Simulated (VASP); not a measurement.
# Li2S (Fm-3m) in VASP: a series of runs, part 2 of 2

VASP 6.6.1.

### 3 Single point, PBEsol

This run uses another cell than the first one, of 14.88 Å³/atom.

Input file INCAR:

```
  PREC = Accurate
  ENCUT = 750
  EDIFF = 1E-6
  ISMEAR = 0
  SIGMA = 0.01
  LREAL = False
  LASPH = True
  NELM = 120
  ALGO = Normal
  ISIF = 2
  LWAVE = False
  LCHARG = False
  GGA = PS
  NBANDS = 13
  GGA_COMPAT = False
```

Input file KPOINTS:

```
regular mesh
0
Gamma
  6 6 6
```

Input file POSCAR:

```
Li2S
1.0
    0.0000000000      2.8157657122      2.8157657122
    2.8157657122      0.0000000000      2.8157657122
    2.8157657122      2.8157657122      0.0000000000
Li S
2 1
Direct
    0.2500000000      0.2500000000      0.2500000000
    0.7500000000      0.7500000000      0.7500000000
    0.0000000000      0.0000000000      0.0000000000
```

Potentials or basis: VASP PAW PBE potentials, release 64 (Li_sv, S).

Run with:

```sh
> cat potpaw_PBE.64/Li_sv/POTCAR potpaw_PBE.64/S/POTCAR > POTCAR
> mpirun -np 1 vasp_std > vasp.out
```

OUTCAR:

```text
PREC = Accurate
   ENCUT = 750
   EDIFF = 1E-6
   ISMEAR = 0
   LREAL = False
   LASPH = True
   NELM = 120
   ISIF = 2
   GGA = PS

 ion  position               nearest neighbor table
   1  0.250  0.250  0.250-   3 2.44   3 2.44   3 2.44   3 2.44
   2  0.750  0.750  0.750-   3 2.44   3 2.44   3 2.44   3 2.44
   3  0.000  0.000  0.000-   2 2.44   2 2.44   2 2.44   1 2.44   2 2.44   1 2.44   1 2.44   1 2.44

  LATTYP: Found a face centered cubic cell.
 ALAT       =     5.6315314244

  Lattice vectors:

 A1 = (   0.0000000000,   2.8157657122,   2.8157657122)
 A2 = (   2.8157657122,   0.0000000000,   2.8157657122)
 A3 = (   2.8157657122,   2.8157657122,   0.0000000000)

Analysis of symmetry for initial positions (statically):
=====================================================================
 Subroutine PRICEL returns:
 Original cell was already a primitive cell.

 Routine SETGRP: Setting up the symmetry group for a
 face centered cubic supercell.

 Subroutine GETGRP returns: Found 48 space group operations
 (whereof 48 operations were pure point group operations)
 out of a pool of 48 trial point group operations.

The static configuration has the point symmetry O_h .

Analysis of symmetry for dynamics (positions and initial velocities):
=====================================================================
 Subroutine PRICEL returns:
 Original cell was already a primitive cell.

 Routine SETGRP: Setting up the symmetry group for a
 face centered cubic supercell.

 Subroutine GETGRP returns: Found 48 space group operations
 (whereof 48 operations were pure point group operations)
 out of a pool of 48 trial point group operations.

The dynamic configuration has the point symmetry O_h .

 Subroutine INISYM returns: Found 48 space group operations
 (whereof 48 operations are pure point group operations),
 and found     1 'primitive' translations

----------------------------------------------------------------------------------------

[... 114 lines left out ...]
   LEPSILON=     F    determine dielectric tensor
   LRPA    =     F    only Hartree local field effects (RPA)
 non-spin polarized calculation
 Gauss-broadening in eV      SIGMA  =   0.01
  energy-cutoff  :      750.00
  volume of cell :       44.65
 maximum number of plane-waves:      2100
   NGX = 17   NGY = 17   NGZ = 17

 number of electron      11.9999996 magnetization

 Free energy of the ion-electron system (eV)
  ---------------------------------------------------
  ext. energy  EPLUGINS =         0.00000000
  ---------------------------------------------------
  free energy    TOTEN  =       -12.37540456 eV

  energy without entropy =      -12.37540456  energy(sigma->0) =      -12.37540456

 E-fermi :   1.7995     XC(G=0):  -8.7737

 val. band max:        1.6327208014   @ k =   0.0000   0.0000   0.0000
 cond. band min:       4.8270194207   @ k =   0.5000   0.5000   0.0000
 fundamental gap:      3.1942986193
 Fermi energy:         1.7995128241

 k-point     1 :       0.0000    0.0000    0.0000
  band No.  band energies     occupation
      1     -41.7975      2.00000
      2     -41.7451      2.00000
      3      -9.4836      2.00000
      4       1.6327      2.00000
      5       1.6327      2.00000
      6       1.6327      2.00000
      7       5.9121      0.00000
      8       7.7949      0.00000
      9       7.7949      0.00000
     10       7.7949      0.00000
     11      12.8583      0.00000
     12      12.8583      0.00000
     13      14.0774      0.00000
[... 226 lines left out ...]
  band No.  band energies     occupation
      1     -41.7741      2.00000
      2     -41.7654      2.00000
      3      -8.8700      2.00000
      4      -0.4723      2.00000
      5      -0.1764      2.00000
      6      -0.0979      2.00000
      7       6.1835      0.00000
      8       9.6180      0.00000
      9      10.0183      0.00000
     10      11.8210      0.00000
     11      13.2564      0.00000
     12      14.2163      0.00000
     13      14.3818      0.00000

------------------------ aborting loop because EDIFF is reached ----------------------------------------

  FORCE on cell =-STRESS in cart. coord.  units (eV):
  Direction    XX          YY          ZZ          XY          YZ          ZX
  --------------------------------------------------------------------------------------
  -------------------------------------------------------------------------------------
  Total        0.1383746      0.1383746      0.1383746      0.0000000      0.0000000     -0.0000000
  in kB        4.9653224      4.9653224      4.9653224      0.0000000      0.0000000     -0.0000000
  external PRESSURE =       4.9653224 kB  Pullay stress =       0.0000000 kB

 VOLUME and BASIS-vectors are now :
 -----------------------------------------------------------------------------
  energy-cutoff  :      750.00
  volume of cell :       44.65
      direct lattice vectors                 reciprocal lattice vectors
     0.000000000  2.815765712  2.815765712    -0.177571592  0.177571592  0.177571592
     2.815765712  0.000000000  2.815765712     0.177571592 -0.177571592  0.177571592
     2.815765712  2.815765712  0.000000000     0.177571592  0.177571592 -0.177571592

 POSITION                                       TOTAL-FORCE (eV/Angst)
 -----------------------------------------------------------------------------------
      1.40788      1.40788      1.40788         0.000000      0.000000      0.000000
      4.22365      4.22365      4.22365        -0.000000     -0.000000     -0.000000
      0.00000      0.00000      0.00000        -0.000000     -0.000000     -0.000000
 -----------------------------------------------------------------------------------
    total drift:                                0.000000      0.000000      0.000000

  FREE ENERGIE OF THE ION-ELECTRON SYSTEM (eV)
  ---------------------------------------------------
  free  energy   TOTEN  =       -12.3754045586 eV

  energy  without entropy=      -12.3754045586  energy(sigma->0) =      -12.37540456
```

OSZICAR:

```text
N       E                     dE             d eps       ncg     rms          rms(c)
DAV:   1     0.595473102815E+02    0.59547E+02   -0.68765E+03   416   0.119E+03
DAV:   2    -0.486171220445E+01   -0.64409E+02   -0.60873E+02   505   0.247E+02
DAV:   3    -0.123733112177E+02   -0.75116E+01   -0.74520E+01   751   0.538E+01
DAV:   4    -0.126620230311E+02   -0.28871E+00   -0.28853E+00   575   0.124E+01
DAV:   5    -0.126683497941E+02   -0.63268E-02   -0.63266E-02   642   0.159E+00    0.365E+00
DAV:   6    -0.123961928532E+02    0.27216E+00   -0.42861E-01   510   0.267E+00    0.263E+00
DAV:   7    -0.123715396973E+02    0.24653E-01   -0.11428E-01   608   0.155E+00    0.152E+00
DAV:   8    -0.123756920265E+02   -0.41523E-02   -0.21212E-02   568   0.848E-01    0.610E-01
DAV:   9    -0.123754183315E+02    0.27369E-03   -0.59206E-04   572   0.151E-01    0.445E-01
DAV:  10    -0.123754070517E+02    0.11280E-04   -0.75745E-04   506   0.149E-01    0.201E-01
DAV:  11    -0.123754045220E+02    0.25296E-05   -0.43356E-05   583   0.537E-02    0.932E-02
DAV:  12    -0.123754045586E+02   -0.36538E-07   -0.51391E-06   565   0.178E-02
   1 F= -.12375405E+02 E0= -.12375405E+02  d E =-.118851-124
```

stdout:

```text
POSCAR found type information on POSCAR LiS
 POSCAR found :  2 types and       3 ions
 scaLAPACK will be used
 -----------------------------------------------------------------------------
|                                                                             |
|                                                                             |
|     You enforced a specific xc type in the INCAR file but a different       |
|     I HOPE YOU KNOW WHAT YOU ARE DOING!                                     |
|                                                                             |
 -----------------------------------------------------------------------------

 LDA part: xc-table for (Slater+PW92), standard interpolation
 POSCAR, INCAR and KPOINTS ok, starting setup
 FFT: planning ... GRIDC
 FFT: planning ... GRID_SOFT
 FFT: planning ... GRID
 WAVECAR not read
 entering main loop
```

Wall time 8.6 s (1 thread of Intel Xeon Platinum 8488C (Sapphire Rapids), shared host); peak memory 0.2 GiB.

Results:

```
Free energy            : -12.3754 eV
Pressure               : 0.5 GPa
Band gap on the k mesh : 3.19 eV (least direct gap 4.28 eV)
```

Levels at points of the mesh, in eV from the valence-band top:
| k point | band 3 | band 4 | band 5 | band 6 | band 7 | band 8 | band 9 | band 10 |
| --- | --- | --- | --- | --- | --- | --- | --- | --- |
| (0.00, 0.00, 0.00) | -11.12 | 0.00 | 0.00 | 0.00 | 4.28 | 6.16 | 6.16 | 6.16 |
| (0.50, 0.00, 0.00) | -10.65 | -3.05 | -0.54 | -0.54 | 6.16 | 6.49 | 6.49 | 8.41 |
| (0.50, 0.50, 0.00) | -10.51 | -2.27 | -1.51 | -1.51 | 3.19 | 7.11 | 11.22 | 11.22 |

Caveat: the PAW data sets were made with another functional, which shifts forces and pressure a little. A k mesh can miss the band edges.
